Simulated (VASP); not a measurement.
# InAs (Fm-3m) in VASP: a series of runs

InAs is run at these levels: HSE06, PBE-based screened hybrid with 25 % exact exchange; tasks: relaxation of cell and atoms.

All numbers are computed with VASP 6.6.1; they aren't measurements. Logs are shortened: lines on timing, memory, paths and dates and some standing lists are left out, and cuts for length are marked.

## (1) The cell of the first run

Symmetry: Fm-3m, No. 225, cubic system. Conventional cell: a = 5.755 Å, b = 5.755 Å, c = 5.755 Å, α = 90.00°, β = 90.00°, γ = 90.00°. In (site symmetry m-3m) has 6 As at 2.88 Å within 3.8 Å. As (site symmetry m-3m) has 6 In at 2.88 Å within 3.8 Å.

## (2) Relaxation of cell and atoms, HSE06

Input file POSCAR:

```
InAs
1.0
    0.0000000000      2.8773040000      2.8773040000
    2.8773040000      0.0000000000      2.8773040000
    2.8773040000      2.8773040000      0.0000000000
In As
1 1
Direct
    0.5000000000      0.5000000000      0.5000000000
    0.0000000000      0.0000000000      0.0000000000
```

Input file INCAR.step1:

```
SYSTEM = InAs
PREC = Accurate
ENCUT = 600
EDIFF = 1E-5
ISMEAR = -1
SIGMA = 0.05
LREAL = .False.
LASPH = .True.
NELM = 100
ALGO = Normal
LWAVE = .True.
LCHARG = .False.
GGA = PE
NBANDS = 16
```

Input file INCAR.step2:

```
SYSTEM = InAs
PREC = Accurate
ENCUT = 600
EDIFF = 1E-6
ISMEAR = -1
SIGMA = 0.05
LREAL = .False.
LASPH = .True.
NELM = 100
ALGO = Normal
ISIF = 3
LWAVE = .False.
LCHARG = .False.
GGA = PE
LHFCALC = .True.
HFSCREEN = 0.2079
PRECFOCK = Normal
IBRION = 2
NSW = 60
EDIFFG = -0.01
ISTART = 1
```

Input file KPOINTS:

```
Automatic mesh
0
Gamma
  4 4 4
  0 0 0
```

Potentials or basis: VASP PAW PBE potentials, release 64 (In_d, As).

On the command line:

```console
$ cat potpaw_PBE.64/In_d/POTCAR potpaw_PBE.64/As/POTCAR > POTCAR
$ cp INCAR.step1 INCAR
$ mpirun -np 1 vasp_std > vasp.out
$ cp INCAR.step2 INCAR
$ mpirun -np 1 vasp_std > vasp.out
```

OUTCAR:

```text
SYSTEM = InAs
   PREC = Accurate
   ENCUT = 600
   EDIFF = 1E-6
   ISMEAR = -1
   LREAL = .False.
   LASPH = .True.
   NELM = 100
   ISIF = 3
   GGA = PE
   LHFCALC = .True.
   HFSCREEN = 0.2079
   PRECFOCK = Normal
   IBRION = 2
   NSW = 60
   EDIFFG = -0.01
   ISTART = 1

 ion  position               nearest neighbor table
   1  0.500  0.500  0.500-   2 2.88   2 2.88   2 2.88   2 2.88   2 2.88   2 2.88
   2  0.000  0.000  0.000-   1 2.88   1 2.88   1 2.88   1 2.88   1 2.88   1 2.88

  LATTYP: Found a face centered cubic cell.
 ALAT       =     5.7546080000

  Lattice vectors:

 A1 = (   0.0000000000,   2.8773040000,   2.8773040000)
 A2 = (   2.8773040000,   0.0000000000,   2.8773040000)
 A3 = (   2.8773040000,   2.8773040000,   0.0000000000)

Analysis of symmetry for initial positions (statically):
=====================================================================
 Subroutine PRICEL returns:
 Original cell was already a primitive cell.

 Routine SETGRP: Setting up the symmetry group for a
 face centered cubic supercell.

 Subroutine GETGRP returns: Found 48 space group operations
 (whereof 48 operations were pure point group operations)
 out of a pool of 48 trial point group operations.

The static configuration has the point symmetry O_h .

Analysis of symmetry for dynamics (positions and initial velocities):
=====================================================================
 Subroutine PRICEL returns:
 Original cell was already a primitive cell.

 Routine SETGRP: Setting up the symmetry group for a
 face centered cubic supercell.

 Subroutine GETGRP returns: Found 48 space group operations
 (whereof 48 operations were pure point group operations)
 out of a pool of 48 trial point group operations.

The dynamic configuration has the point symmetry O_h .

 Subroutine INISYM returns: Found 48 space group operations
 (whereof 48 operations are pure point group operations),
 and found     1 'primitive' translations

----------------------------------------------------------------------------------------

                                     Primitive cell

  volume of cell :      47.6417

  direct lattice vectors                    reciprocal lattice vectors
     0.000000000  2.877304000  2.877304000    -0.173773783  0.173773783  0.173773783
     2.877304000  0.000000000  2.877304000     0.173773783 -0.173773783  0.173773783
     2.877304000  2.877304000  0.000000000     0.173773783  0.173773783 -0.173773783

  length of vectors
     4.069122340  4.069122340  4.069122340     0.300985021  0.300985021  0.300985021

  position of ions in fractional coordinates (direct lattice)
     0.500000000  0.500000000  0.500000000
     0.000000000  0.000000000  0.000000000

  ion indices of the primitive-cell ions
   primitive index   ion index
                 1           1
                 2           2

----------------------------------------------------------------------------------------

 KPOINTS: Automatic mesh

Automatic generation of k-mesh.
 Grid dimensions read from file:
 generate k-points for:    4    4    4

 Generating k-lattice:

  Cartesian coordinates                     Fractional coordinates (reciprocal lattice)
    -0.043443446  0.043443446  0.043443446     0.250000000  0.000000000  0.000000000
     0.043443446 -0.043443446  0.043443446     0.000000000  0.250000000  0.000000000
     0.043443446  0.043443446 -0.043443446     0.000000000  0.000000000  0.250000000

  Length of vectors
     0.075246255  0.075246255  0.075246255

  Shift w.r.t. Gamma in fractional coordinates (k-lattice)
     0.000000000  0.000000000  0.000000000

 Subroutine IBZKPT returns following result:
 ===========================================

 Found      8 irreducible k-points:

 Following reciprocal coordinates:
            Coordinates               Weight
  0.000000  0.000000  0.000000      1.000000
  0.250000  0.000000  0.000000      8.000000
  0.500000  0.000000  0.000000      4.000000
  0.250000  0.250000  0.000000      6.000000
  0.500000  0.250000  0.000000     24.000000
 -0.250000  0.250000  0.000000     12.000000
  0.500000  0.500000  0.000000      3.000000
 -0.250000  0.500000  0.250000      6.000000
   k-points           NKPTS =      8   k-points in BZ     NKDIM =     64   number of bands    NBANDS=     13
   number of dos      NEDOS =    301   number of ions     NIONS =      2
   total plane-waves  NPLWV =  46656
   dimension x,y,z NGX =    36 NGY =   36 NGZ =   36
   dimension x,y,z NGXF=    72 NGYF=   72 NGZF=   72
   ions per type =               1   1
   NGX,Y,Z   is equivalent  to a cutoff of  14.71, 14.71, 14.71 a.u.
   NGXF,Y,Z  is equivalent  to a cutoff of  29.42, 29.42, 29.42 a.u.
 SYSTEM =  InAs
   PREC   = accura    normal or accurate (medium, high low for compatibility)
   ISTART =      1    job   : 0-new  1-cont  2-samecut
   ICHARG =      0    charge: 1-file 2-atom 10-const
   ISPIN  =      1    spin polarized calculation?
   LNONCOLLINEAR =      F non collinear calculations
   LSORBIT =      F    spin-orbit coupling
   LASPH  =      T    aspherical Exc in radial PAW
   ENCUT  =  600.0 eV  44.10 Ry    6.64 a.u.   8.13  8.13  8.13*2*pi/ulx,y,z
   NELM   =    100;   NELMIN=  2; NELMDL=  0     # of ELM steps
   EDIFF  = 0.1E-05   stopping-criterion for ELM
   LREAL  =      F    real-space projection
   EDIFFG = -.1E-01   stopping-criterion for IOM
   NSW    =     60    number of steps for IOM
   IBRION =      2    ionic relax: 0-MD 1-quasi-New 2-CG
   NFREE  =      1    steps in history (QN), initial steepest desc. (CG)
   ISIF   =      3    stress and relaxation
   ISYM   =      3    0-nonsym 1-usesym 2-fastsym
   POTIM  = 0.5000    time-step for ionic-motion
   TEBEG  =    0.0;   TEEND  =   0.0 temperature during run
   PSTRESS=    0.0 pullay stress
   NELECT =      18.0000    total number of electrons
   NUPDOWN=      -1.0000    fix difference up-down
   EMIN   =  10.00;   EMAX   =-10.00  energy-range for DOS
   EFERMI =   0.00;   METHOD = LEGACY
   ISMEAR =    -1;   SIGMA  =   0.05  broadening in eV -4-tet -1-fermi 0-gaus
   EFERMI_NEDOS =   21; number of points for ismear=-14 and -15
   IALGO  =     38    algorithm
   IMIX   =      1    mixing-type and parameters
     AMIX     =   0.40;   BMIX     =  1.00
     AMIX_MAG =   1.60;   BMIX_MAG =  1.00
  volume/ion in A,a.u.               =      23.82       160.75
  Fermi-wavevector in a.u.,A,eV,Ry     =   1.183505  2.236499 19.057448  1.400683
  Thomas-Fermi vector in A             =   2.319738
   LORBIT       =      0    0 simple, 1 ext, 2 COOP (PROOUT), +10 PAW based schemes
   GGA     = PE    functional components
   LHFCALC =     T    Hartree Fock is set to
   PRECFOCK=normal    Normal, Fast or Accurate (Low or Medium for compatibility)
   ENCUT4O =  -1.0   cutoff for four orbital integrals eV
   NKREDX  =     1    reduce k-point grid by
   NKREDY  =     1    reduce k-point grid by
   NKREDZ  =     1    reduce k-point grid by
   AEXX    =    0.2500 exact exchange contribution
   HFSCREEN=    0.2079 screening length (either q_TF or 0.3 A-1)
   HFSCREENC=   0.2079 screening length for correlation (either q_TF or 0.3 A-1)
   ENCUTFOCK=  -1.0 apply spherical cutoff to Coloumb kernel
   IVDW    =     0    specifies the selected vdW correction
   LEPSILON=     F    determine dielectric tensor
   LRPA    =     F    only Hartree local field effects (RPA)
 conjugate gradient relaxation of ions
 non-spin polarized calculation
  energy-cutoff  :      600.00
  volume of cell :       47.64
 maximum number of plane-waves:      1639
 NGX is ok and might be reduce to    36
  NGX = 28; NGY = 28; NGZ = 28

--------------------------------------- Ionic step        1  -------------------------------------------

 number of electron      18.0000003 magnetization

 Free energy of the ion-electron system (eV)
  ---------------------------------------------------
  ext. energy  EPLUGINS =         0.00000000
  ---------------------------------------------------
  free energy    TOTEN  =        -8.36133652 eV

  energy without entropy =       -8.35160101  energy(sigma->0) =       -8.35646877

------------------------ aborting loop because EDIFF is reached ----------------------------------------

  FORCE on cell =-STRESS in cart. coord.  units (eV):
  Direction    XX          YY          ZZ          XY          YZ          ZX
  --------------------------------------------------------------------------------------
  -------------------------------------------------------------------------------------
  Total       -0.6348191     -0.6348191     -0.6348191      0.0000000      0.0000000      0.0000000
  in kB      -21.3487921    -21.3487921    -21.3487921      0.0000000      0.0000000      0.0000000
  external PRESSURE =     -21.3487921 kB  Pullay stress =       0.0000000 kB

 VOLUME and BASIS-vectors are now :
 -----------------------------------------------------------------------------
  energy-cutoff  :      600.00
  volume of cell :       47.64
      direct lattice vectors                 reciprocal lattice vectors
     0.000000000  2.877304000  2.877304000    -0.173773783  0.173773783  0.173773783
     2.877304000  0.000000000  2.877304000     0.173773783 -0.173773783  0.173773783
     2.877304000  2.877304000  0.000000000     0.173773783  0.173773783 -0.173773783
[... 73 lines left out ...]
 POSITION                                       TOTAL-FORCE (eV/Angst)
 -----------------------------------------------------------------------------------
      2.84574      2.84574      2.84574        -0.000000      0.000000      0.000000
      0.00000      0.00000      0.00000         0.000000     -0.000000     -0.000000
 -----------------------------------------------------------------------------------
    total drift:                                0.000000     -0.000004     -0.000002

  FREE ENERGIE OF THE ION-ELECTRON SYSTEM (eV)
  ---------------------------------------------------
  free  energy   TOTEN  =        -8.3713193240 eV

  energy  without entropy=       -8.3615864737  energy(sigma->0) =       -8.36645290

--------------------------------------- Ionic step        4  -------------------------------------------

 number of electron      18.0000000 magnetization

 Free energy of the ion-electron system (eV)
  ---------------------------------------------------
  ext. energy  EPLUGINS =         0.00000000
  ---------------------------------------------------
  free energy    TOTEN  =        -8.37132889 eV

  energy without entropy =       -8.36164113  energy(sigma->0) =       -8.36648501

 E-fermi :   6.2811     XC(G=0):  -8.4745

 val. band max:        6.2788036485   @ k =   0.5000   0.0000   0.0000
 cond. band min:       6.6782029472   @ k =   0.5000   0.2500   0.0000
 fundamental gap:      0.3993992988
 Fermi energy:         6.2811385608

 k-point     1 :       0.0000    0.0000    0.0000
  band No.  band energies     occupation
      1     -10.4628      2.00000
      2     -10.4628      2.00000
      3     -10.4363      2.00000
      4     -10.4363      2.00000
      5     -10.4363      2.00000
      6      -7.5522      2.00000
      7       5.8023      1.99986
      8       5.8023      1.99986
      9       5.8023      1.99986
     10       6.1330      1.90177
     11      13.8885      0.00000
     12      13.8885      0.00000
     13      13.8885      0.00000

 k-point     2 :       0.2500    0.0000    0.0000
  band No.  band energies     occupation
      1     -10.4898      2.00000
      2     -10.4898      2.00000
      3     -10.4384      2.00000
      4     -10.4086      2.00000
      5     -10.4086      2.00000
      6      -6.7868      2.00000
      7       1.3735      2.00000
      8       5.9634      1.99653
      9       5.9634      1.99653
     10       8.9005      0.00000
     11      11.5189      0.00000
[... 118 lines left out ...]
 POSITION                                       TOTAL-FORCE (eV/Angst)
 -----------------------------------------------------------------------------------
      2.84719      2.84719      2.84719        -0.000000      0.000000     -0.000000
      0.00000      0.00000      0.00000         0.000000     -0.000000      0.000000
 -----------------------------------------------------------------------------------
    total drift:                               -0.000002     -0.000002     -0.000002

  FREE ENERGIE OF THE ION-ELECTRON SYSTEM (eV)
  ---------------------------------------------------
  free  energy   TOTEN  =        -8.3713288913 eV

  energy  without entropy=       -8.3616411287  energy(sigma->0) =       -8.36648501

 reached required accuracy - stopping structural energy minimisation
```

Run time: 54 min. Hardware: 1 thread of AMD EPYC 9755, shared host; peak memory 0.32 GiB.

Results:

```yaml
Free_energy: -8.3713 eV
Relaxed_volume: 23.08 Å³/atom
Relaxed_cell: a = 4.027 Å, b = 4.027 Å, c = 4.027 Å, α = 60.00°, β = 60.00°, γ = 60.00°
Space_group_after_relaxing_to_0.1_Å: Fm-3m (No. 225)
Energy_gained_by_relaxing: 5.0 meV/atom
Ionic_steps: 4
Pressure_after_relaxing: 0.0 GPa
Band_gap_on_the_k_mesh: zero (bands 9 and 10 overlap by 2.82 eV)
```

Step by step:
| step | energy change (eV) | largest force (eV/Å) | pressure (GPa) | volume (Å³) |
| --- | --- | --- | --- | --- |
| 1 | 0.0000 | 0.0000 | -2.13 | 47.64 |
| 2 | -0.0084 | 0.0000 | 0.57 | 45.49 |
| 3 | -0.0100 | 0.0000 | 0.11 | 46.09 |
| 4 | -0.0100 | 0.0000 | 0.00 | 46.16 |

Final structure:
```
CELL_PARAMETERS angstrom
0.00000 2.84719 2.84719
2.84719 0.00000 2.84719
2.84719 2.84719 0.00000
ATOMIC_POSITIONS crystal
In 0.50000 0.50000 0.50000
As 0.00000 0.00000 0.00000
```

Caveat: the k points lie up to 0.48 Å⁻¹ apart in the final cell, too coarse for converged energies and pressures of a metal; the PAW data sets were made with another functional, which shifts forces and pressure a little; spin-orbit coupling is left out, which moves the levels of the heavy elements.

[end of part 1 of 2]

The gap in the log of VASP goes by the Fermi energy; the results here count the filled bands.